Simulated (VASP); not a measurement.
# Re (P6_3/mmc) in VASP: notebook

Runs on Re. Level: PBEsol. Tasks: single point, relaxation of cell and atoms.

Everything below comes from runs of VASP 6.6.1. Logs are shortened: lines on timing, memory, paths and dates and some standing lists are left out, and cuts for length are marked.

### Step 1. The cell of the first run

Symmetry: P6_3/mmc, No. 194, hexagonal system. Conventional cell: a = 2.752 Å, b = 2.752 Å, c = 4.438 Å, α = 90.00°, β = 90.00°, γ = 120.00°. Re (site symmetry -6m2) has 12 Re at 2.73 to 2.75 Å within 3.6 Å.

### Step 2. Single point, PBEsol

The input, INCAR:

```
SYSTEM = Re
ALGO     = Normal         ! electronic algorithm
EDIFF    = 1E-6           ! SCF threshold, eV
ENCUT    = 520            ! plane-wave cutoff, eV
GGA      = PS             ! functional
ISIF     = 2              ! what is computed and relaxed
ISMEAR   = -1             ! smearing method
LASPH    = .True.         ! aspherical terms in the spheres
LCHARG   = .True.         ! write CHGCAR
LELF     = .True.         ! ELF
LREAL    = .False.        ! projectors in reciprocal space
LVHAR    = .True.       
LWAVE    = .False.        ! write WAVECAR
NBANDS   = 14             ! bands
NELM     = 80             ! most SCF steps
PREC     = Accurate       ! precision mode
SIGMA    = 0.1            ! smearing width, eV
```

The input, KPOINTS:

```
k-points
0
Gamma
  13 13 7
  0 0 0
```

The input, POSCAR:

```
Re
1.0
    2.7522346856      0.0000000000      0.0000000000
   -1.3761173428      2.3835051549      0.0000000000
    0.0000000000      0.0000000000      4.4378719525
Re
2
Direct
    0.3333333333      0.6666666667      0.2500000000
    0.6666666667      0.3333333333      0.7500000000
```

Potentials or basis: VASP PAW PBE potentials, release 64 (Re).

Started as:

```console
cat potpaw_PBE.64/Re/POTCAR > POTCAR
mpirun -np 1 vasp_std > vasp.out
```

OUTCAR:

```text
SYSTEM = Re
   EDIFF = 1E-6
   ENCUT = 520
   GGA = PS
   ISIF = 2
   ISMEAR = -1
   LASPH = .True.
   LREAL = .False.
   NELM = 80
   PREC = Accurate

 ion  position               nearest neighbor table
   1  0.333  0.667  0.250-   2 2.73   2 2.73   2 2.73   2 2.73   2 2.73   2 2.73
   2  0.667  0.333  0.750-   1 2.73   1 2.73   1 2.73   1 2.73   1 2.73   1 2.73

  LATTYP: Found a hexagonal cell.
 ALAT       =     2.7522346856
 C/A-ratio  =     1.6124613122

  Lattice vectors:

 A1 = (   2.7522346856,   0.0000000000,   0.0000000000)
 A2 = (  -1.3761173428,   2.3835051549,   0.0000000000)
 A3 = (   0.0000000000,   0.0000000000,   4.4378719525)

Analysis of symmetry for initial positions (statically):
=====================================================================
 Subroutine PRICEL returns:
 Original cell was already a primitive cell.

 Routine SETGRP: Setting up the symmetry group for a
 hexagonal supercell.

 Subroutine GETGRP returns: Found 24 space group operations
 (whereof 12 operations were pure point group operations)
 out of a pool of 24 trial point group operations.

The static configuration has the point symmetry D_3d.
 The point group associated with its full space group is D_6h.

Analysis of symmetry for dynamics (positions and initial velocities):
=====================================================================
 Subroutine PRICEL returns:
 Original cell was already a primitive cell.

 Routine SETGRP: Setting up the symmetry group for a
 hexagonal supercell.

 Subroutine GETGRP returns: Found 24 space group operations
 (whereof 12 operations were pure point group operations)
 out of a pool of 24 trial point group operations.

The dynamic configuration has the point symmetry D_3d.
 The point group associated with its full space group is D_6h.

 Subroutine INISYM returns: Found 24 space group operations
 (whereof 12 operations are pure point group operations),
 and found     1 'primitive' translations

----------------------------------------------------------------------------------------

                                     Primitive cell

  volume of cell :      29.1123

  direct lattice vectors                    reciprocal lattice vectors
     2.752234686  0.000000000  0.000000000     0.363341108  0.209775086  0.000000000
    -1.376117343  2.383505155  0.000000000     0.000000000  0.419550173  0.000000000
     0.000000000  0.000000000  4.437871953     0.000000000  0.000000000  0.225333225

  length of vectors
     2.752234686  2.752234686  4.437871953     0.419550173  0.419550173  0.225333225

  position of ions in fractional coordinates (direct lattice)
     0.333333333  0.666666667  0.250000000
     0.666666667  0.333333333  0.750000000

  ion indices of the primitive-cell ions
   primitive index   ion index
                 1           1
                 2           2

----------------------------------------------------------------------------------------

 KPOINTS: k-points

Automatic generation of k-mesh.
 Grid dimensions read from file:
 generate k-points for:   13   13    7

 Generating k-lattice:

  Cartesian coordinates                     Fractional coordinates (reciprocal lattice)
     0.027949316  0.016136545  0.000000000     0.076923077  0.000000000  0.000000000
     0.000000000  0.032273090  0.000000000     0.000000000  0.076923077  0.000000000
     0.000000000  0.000000000  0.032190461     0.000000000  0.000000000  0.142857143

  Length of vectors
     0.032273090  0.032273090  0.032190461

  Shift w.r.t. Gamma in fractional coordinates (k-lattice)
     0.000000000  0.000000000  0.000000000

 Subroutine IBZKPT returns following result:
 ===========================================

 Found     84 irreducible k-points:

 Following reciprocal coordinates:
            Coordinates               Weight
  0.000000  0.000000  0.000000      1.000000
  0.076923  0.000000  0.000000      6.000000
  0.153846  0.000000  0.000000      6.000000
  0.230769  0.000000  0.000000      6.000000
  0.307692  0.000000  0.000000      6.000000
  0.384615  0.000000  0.000000      6.000000
[... 16 lines left out ...]
  0.076923  0.000000  0.142857     12.000000
  0.153846  0.000000  0.142857     12.000000
 [... further k-points ...]
   k-points           NKPTS =     84   k-points in BZ     NKDIM =     84   number of bands    NBANDS=     14
   number of dos      NEDOS =    301   number of ions     NIONS =      2
   total plane-waves  NPLWV =  14400
   dimension x,y,z NGX =    20 NGY =   20 NGZ =   36
   dimension x,y,z NGXF=    40 NGYF=   40 NGZF=   72
   ions per type =               2
   NGX,Y,Z   is equivalent  to a cutoff of  12.08, 12.08, 13.49 a.u.
   NGXF,Y,Z  is equivalent  to a cutoff of  24.16, 24.16, 26.97 a.u.
 SYSTEM =  Re
   PREC   = accura    normal or accurate (medium, high low for compatibility)
   ISTART =      0    job   : 0-new  1-cont  2-samecut
   ICHARG =      2    charge: 1-file 2-atom 10-const
   ISPIN  =      1    spin polarized calculation?
   LNONCOLLINEAR =      F non collinear calculations
   LSORBIT =      F    spin-orbit coupling
   LASPH  =      T    aspherical Exc in radial PAW
   ENCUT  =  520.0 eV  38.22 Ry    6.18 a.u.   5.12  5.12  8.25*2*pi/ulx,y,z
   NELM   =     80;   NELMIN=  2; NELMDL= -5     # of ELM steps
   EDIFF  = 0.1E-05   stopping-criterion for ELM
   LREAL  =      F    real-space projection
   EDIFFG = 0.1E-04   stopping-criterion for IOM
   NSW    =      0    number of steps for IOM
   IBRION =     -1    ionic relax: 0-MD 1-quasi-New 2-CG
   NFREE  =      0    steps in history (QN), initial steepest desc. (CG)
   ISIF   =      2    stress and relaxation
   ISYM   =      2    0-nonsym 1-usesym 2-fastsym
   POTIM  = 0.5000    time-step for ionic-motion
   TEBEG  =    0.0;   TEEND  =   0.0 temperature during run
   PSTRESS=    0.0 pullay stress
   NELECT =      14.0000    total number of electrons
   NUPDOWN=      -1.0000    fix difference up-down
   EMIN   =  10.00;   EMAX   =-10.00  energy-range for DOS
   EFERMI =   0.00;   METHOD = LEGACY
   ISMEAR =    -1;   SIGMA  =   0.10  broadening in eV -4-tet -1-fermi 0-gaus
   EFERMI_NEDOS =   21; number of points for ismear=-14 and -15
   IALGO  =     38    algorithm
   IMIX   =      4    mixing-type and parameters
     AMIX     =   0.40;   BMIX     =  1.00
     AMIX_MAG =   1.60;   BMIX_MAG =  1.00
  volume/ion in A,a.u.               =      14.56        98.23
  Fermi-wavevector in a.u.,A,eV,Ry     =   1.282602  2.423767 22.382523  1.645069
  Thomas-Fermi vector in A             =   2.414904
   LORBIT       =      0    0 simple, 1 ext, 2 COOP (PROOUT), +10 PAW based schemes
   GGA     = PS    functional components
   LHFCALC =     F    Hartree Fock is set to
   AEXX    =    0.0000 exact exchange contribution
   IVDW    =     0    specifies the selected vdW correction
   LEPSILON=     F    determine dielectric tensor
   LRPA    =     F    only Hartree local field effects (RPA)
 non-spin polarized calculation
  energy-cutoff  :      520.00
  volume of cell :       29.11
 maximum number of plane-waves:       794
   NGX = 11   NGY = 11   NGZ = 17

 number of electron      14.0000001 magnetization

 Free energy of the ion-electron system (eV)
  ---------------------------------------------------
  ext. energy  EPLUGINS =         0.00000000
  ---------------------------------------------------
  free energy    TOTEN  =       -26.76311495 eV

  energy without entropy =      -26.71127534  energy(sigma->0) =      -26.73719514

 E-fermi :   7.8520     XC(G=0): -13.8777

 val. band max:        7.8415605860   @ k =   0.1538   0.0769   0.0000
 cond. band min:       7.8554876577   @ k =   0.3846   0.1538   0.2857
 fundamental gap:      0.0139270717
 Fermi energy:         7.8519594425

 k-point     1 :       0.0000    0.0000    0.0000
  band No.  band energies     occupation
      1      -2.1221      2.00000
      2       1.1319      2.00000
      3       6.2346      2.00000
      4       6.2346      2.00000
      5       6.2615      2.00000
      6       7.0937      1.99898
      7       7.0937      1.99898
      8       8.0283      0.29261
      9       8.0283      0.29261
     10       8.5044      0.00293
     11      11.2752      0.00000
     12      11.2752      0.00000
     13      18.0131      0.00000
     14      22.0261      0.00000

 k-point     2 :       0.0769    0.0000    0.0000
  band No.  band energies     occupation
      1      -1.8773      2.00000
      2       1.3613      2.00000
      3       5.7064      2.00000
      4       6.4600      2.00000
      5       6.7032      1.99998
      6       6.9303      1.99980
      7       7.3067      1.99146
      8       7.4648      1.95921
      9       7.8398      1.06052
     10       8.0532      0.23584
     11      11.4039      0.00000
     12      12.3047      0.00000
     13      18.0024      0.00000
     14      22.5703      0.00000

 k-point     3 :       0.1538    0.0000    0.0000
  band No.  band energies     occupation
      1      -1.1844      2.00000
      2       1.9554      2.00000
      3       5.0950      2.00000
      4       6.0605      2.00000
      5       6.4518      2.00000
      6       7.1211      1.99866
      7       7.3408      1.98802
      8       7.3912      1.98024
      9       7.7054      1.62478
     10       7.9276      0.63871
     11      11.6832      0.00000
     12      14.1417      0.00000
     13      17.8780      0.00000
     14      23.9041      0.00000
[... 324 lines left out ...]
 k-point    23 :       0.0769    0.0000    0.1429
  band No.  band energies     occupation
      1      -1.6364      2.00000
      2       1.3805      2.00000
      3       5.7008      2.00000
      4       6.3176      2.00000
      5       6.3492      2.00000
      6       6.5202      2.00000
      7       7.1375      1.99842
      8       7.4999      1.94252
      9       8.2313      0.04406
     10       8.2777      0.02792
     11      11.4014      0.00000
     12      12.0246      0.00000
     13      19.0158      0.00000
     14      22.1091      0.00000

 k-point    24 :       0.1538    0.0000    0.1429
  band No.  band energies     occupation
      1      -0.9622      2.00000
      2       1.9965      2.00000
      3       5.1454      2.00000
      4       5.5095      2.00000
      5       6.3024      2.00000
      6       6.8009      1.99995
      7       7.1366      1.99844
      8       7.6401      1.78545
      9       8.0842      0.17861
     10       8.2483      0.03727
     11      11.6225      0.00000
     12      13.4387      0.00000
     13      18.9658      0.00000
     14      23.4765      0.00000

 [... further k-points ...]

------------------------ aborting loop because EDIFF is reached ----------------------------------------

  FORCE on cell =-STRESS in cart. coord.  units (eV):
  Direction    XX          YY          ZZ          XY          YZ          ZX
  --------------------------------------------------------------------------------------
  -------------------------------------------------------------------------------------
  Total        0.0137226      0.0137226     -0.0130801     -0.0000000      0.0000000      0.0000000
  in kB        0.7552147      0.7552147     -0.7198564     -0.0000000      0.0000000      0.0000000
  external PRESSURE =       0.2635243 kB  Pullay stress =       0.0000000 kB

 VOLUME and BASIS-vectors are now :
 -----------------------------------------------------------------------------
  energy-cutoff  :      520.00
  volume of cell :       29.11
      direct lattice vectors                 reciprocal lattice vectors
     2.752234686  0.000000000  0.000000000     0.363341108  0.209775086  0.000000000
    -1.376117343  2.383505155  0.000000000     0.000000000  0.419550173  0.000000000
     0.000000000  0.000000000  4.437871953     0.000000000  0.000000000  0.225333225

 POSITION                                       TOTAL-FORCE (eV/Angst)
 -----------------------------------------------------------------------------------
     -0.00000      1.58900      1.10947         0.000000     -0.000000      0.000000
      1.37612      0.79450      3.32840        -0.000000      0.000000      0.000000
 -----------------------------------------------------------------------------------
    total drift:                               -0.000000      0.000000     -0.000000

  FREE ENERGIE OF THE ION-ELECTRON SYSTEM (eV)
  ---------------------------------------------------
  free  energy   TOTEN  =       -26.7631149464 eV

  energy  without entropy=      -26.7112753424  energy(sigma->0) =      -26.73719514
```

Run time: 42 s. Hardware: 1 thread of Intel Xeon 8259CL, shared host; peak memory 0.16 GiB.

What came out:

| Item | Value |
| --- | --- |
| Free energy | -26.7631 eV |
| Pressure | 0.0 GPa |
| Band gap on the k mesh | zero (bands 7 and 8 overlap by 2.84 eV) |

Levels at points of the mesh, in eV from the Fermi level:
```csv
k point,band 5,band 6,band 7,band 8,band 9,band 10
"(0.00, 0.00, 0.00)",-1.59,-0.76,-0.76,0.18,0.18,0.65
```

Caveat: the PAW data sets were made with another functional, which shifts forces and pressure a little; spin-orbit coupling is left out, which moves the levels of the heavy elements.

### Step 3. Relaxation of cell and atoms, PBEsol

This run uses another cell than the first one, of 14.71 Å³/atom.

The input, INCAR:

```
  PREC = Accurate
  ENCUT = 600
  EDIFF = 1E-6
  ISMEAR = -1
  SIGMA = 0.1
  LREAL = F
  LASPH = T
  NELM = 100
  ALGO = Normal
  ISIF = 3
  LWAVE = F
  LCHARG = F
  GGA = PS
  IBRION = 2
  NSW = 80
  EDIFFG = -0.01
```

The input, KPOINTS:

```
regular mesh
0
Gamma
  13 13 7
```

The input, POSCAR:

```
Re
1.0
    2.7607987292      0.0000000000      0.0000000000
   -1.3803993646      2.3909218342      0.0000000000
    0.0000000000      0.0000000000      4.4582000000
Re
2
Direct
    0.3333333333      0.6666666667      0.2500000000
    0.6666666667      0.3333333333      0.7500000000
```

Potentials or basis: VASP PAW PBE potentials, release 64 (Re).

Started as:

```console
cat potpaw_PBE.64/Re/POTCAR > POTCAR
mpirun -np 1 vasp_std > vasp.out
```

Wall time 2.9 min (1 thread of Intel Xeon 8259CL, shared host); peak memory 0.19 GiB.

It converged, with:

- Free energy: -26.7648 eV
- Relaxed volume: 14.56 Å³/atom
- Relaxed cell: a = 2.753 Å, b = 2.753 Å, c = 4.438 Å, α = 90.00°, β = 90.00°, γ = 120.00°
- Space group after relaxing (to 0.1 Å): P6_3/mmc (No. 194)
- Energy gained by relaxing: 2.0 meV/atom
- Ionic steps: 9
- Pressure after relaxing: 0.1 GPa
- Band gap on the k mesh: zero (bands 7 and 8 overlap by 2.84 eV)

The path:
| step | energy change (eV) | largest force (eV/Å) | pressure (GPa) | volume (Å³) |
| --- | --- | --- | --- | --- |
| 1 | 0.0000 | 0.0000 | -4.06 | 29.43 |
| 2 | 0.0694 | 0.0000 | 19.44 | 27.87 |
| 3 | -0.0040 | 0.0000 | -0.05 | 29.13 |
| 4 | -0.0040 | 0.0000 | -0.04 | 29.12 |
| 5 | -0.0039 | 0.0000 | 0.64 | 29.08 |
| 6 | -0.0040 | 0.0000 | 0.12 | 29.12 |
| 7 | -0.0040 | 0.0000 | 0.07 | 29.12 |
| 8 | -0.0040 | 0.0000 | 0.09 | 29.12 |
| 9 | -0.0040 | 0.0000 | 0.08 | 29.12 |

Final structure:
```cif
data_structure
_symmetry_space_group_name_H-M 'P 1'
_symmetry_Int_Tables_number 1
_cell_length_a 2.7526
_cell_length_b 2.7526
_cell_length_c 4.4376
_cell_angle_alpha 90.000
_cell_angle_beta 90.000
_cell_angle_gamma 120.000
_cell_volume 29.12
loop_
_atom_site_label
_atom_site_type_symbol
_atom_site_fract_x
_atom_site_fract_y
_atom_site_fract_z
_atom_site_occupancy
Re1 Re 0.33333 0.66667 0.25000 1
Re2 Re 0.66667 0.33333 0.75000 1
```

Levels at points of the mesh, in eV from the Fermi level:
```
           k point  band 5  band 6  band 7  band 8  band 9  band 10
(0.00, 0.00, 0.00)   -1.59   -0.76   -0.76    0.18    0.18     0.65
```

Caveat: the PAW data sets were made with another functional, which shifts forces and pressure a little; spin-orbit coupling is left out, which moves the levels of the heavy elements.

### Step 4. Single point, PBEsol (12.81 Å³/atom)

This run uses another cell than the first one, of 12.81 Å³/atom.

The input, INCAR:

```
PREC = Accurate
ENCUT = 520
EDIFF = 1E-7
ISMEAR = -1
SIGMA = 0.1
LREAL = F
LASPH = T
NELM = 100
ALGO = Normal
ISIF = 2
LWAVE = F
LCHARG = F
GGA = PS
NBANDS = 14
```

The input, KPOINTS:

```
Automatic mesh
0
Gamma
  21 21 12
```

The input, POSCAR:

```
Re
1.0
    2.6374223848      0.0000000000      0.0000000000
   -1.3187111924      2.2840747857      0.0000000000
    0.0000000000      0.0000000000      4.2527415593
Re
2
Direct
    0.3333333333      0.6666666667      0.2500000000
    0.6666666667      0.3333333333      0.7500000000
```

Started as:

```console
cat potpaw_PBE.64/Re/POTCAR > POTCAR
mpirun -np 1 vasp_std > vasp.out
```

Wall time 2.2 min (1 thread of Intel Xeon 8259CL, shared host); peak memory 0.23 GiB.

It converged, with:

```
Free energy            : -26.0989 eV
Pressure               : 68.1 GPa
Band gap on the k mesh : zero (bands 7 and 8 overlap by 4.25 eV)
```

Stress tensor (GPa, compression positive):
```
67.87  0.00  0.00
 0.00 67.87  0.00
 0.00  0.00 68.43
```

Levels at points of the mesh, in eV from the Fermi level:
| k point | band 4 | band 5 | band 6 | band 7 | band 8 | band 9 | band 10 | band 11 |
| --- | --- | --- | --- | --- | --- | --- | --- | --- |
| (0.00, 0.00, 0.00) | -2.02 | -1.97 | -0.97 | -0.97 | 0.15 | 0.15 | 1.03 | 4.04 |
| (0.00, 0.00, 0.50) | -2.80 | -2.17 | -2.17 | -2.17 | -2.17 | 3.10 | 3.10 | 3.10 |

Caveat: the cell stands under pressure; the PAW data sets were made with another functional, which shifts forces and pressure a little; spin-orbit coupling is left out, which moves the levels of the heavy elements.

### Step 5. Overview

| task | cell | k mesh | cutoff (eV) | gap on the mesh (eV) | pressure (GPa) |
| --- | --- | --- | --- | --- | --- |
| single point | a = 2.752, b = 2.752, c = 4.438 Å, angles 90.0, 90.0, 120.0°, 2 atoms | 13 × 13 × 7 | 520 | none | 0.0 |
| relaxation of cell and atoms | relaxed from a = 2.761, b = 2.761, c = 4.458 Å, angles 90.0, 90.0, 120.0°, 2 atoms | 13 × 13 × 7 | 600 | none | 0.1 |
| single point | a = 2.637, b = 2.637, c = 4.253 Å, angles 90.0, 90.0, 120.0°, 2 atoms | 21 × 21 × 12 | 520 | none | 68.1 |

Alike in all rows: level PBEsol; potentials or basis VASP PAW PBE potentials, release 64 (Re); no spin polarisation; smearing fermi-dirac 0.1 eV.

Caveats: the PAW data sets were made with another functional, which shifts forces and pressure a little; spin-orbit coupling is left out, which moves the levels of the heavy elements; the cell stands under pressure (at least some runs).

Absolute energies hang on the potentials; compare differences alone.
